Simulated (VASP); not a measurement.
Here is a VASP 6.6.1 calculation.

INCAR

```
PREC = Accurate
ENCUT = 520
EDIFF = 1E-7
ISMEAR = -1
SIGMA = 0.02
LREAL = False
LASPH = True
NELM = 100
ALGO = Normal
ISIF = 2
LWAVE = False
LCHARG = False
GGA = PS
NBANDS = 20
```

Contents of KPOINTS:

```
Automatic mesh
0
Gamma
  6 6 4
```

Contents of POSCAR:

```
MoS2
1.0
    3.2202374514      0.0000000000      0.0000000000
   -1.6101187257      2.7888074392      0.0000000000
    0.0000000000      0.0000000000      5.9450268322
Mo S
1 2
Direct
    0.0000000000      0.0000000000      0.0000000000
    0.3333333333      0.6666666667      0.2600310812
    0.6666666667      0.3333333333      0.7399689188
```

Potentials or basis: VASP PAW PBE potentials, release 64 (Mo_sv, S).

Run with:

```bash
$ cat potpaw_PBE.64/Mo_sv/POTCAR potpaw_PBE.64/S/POTCAR > POTCAR
$ mpirun -np 1 vasp_std > vasp.out
```

Task: What does it give for the pressure?

Result: -2.7 GPa.

Task: Estimate the band gap on the k mesh.

Result: Zero (band 13 reaches 8.27 eV, above the bottom of band 14 at 7.24 eV).

Forces in eV/Å, atoms in the order of the input:
```
Mo   0.000  0.000  0.000
S    0.000  0.000 -0.068
S    0.000  0.000  0.068
```

Caveat: the k points lie up to 0.38 Å⁻¹ apart; the PAW data sets were made with another functional, which shifts forces and pressure a little; this functional lacks dispersion, which binds the layers, so the pressure and a relaxed spacing across them are unreliable.
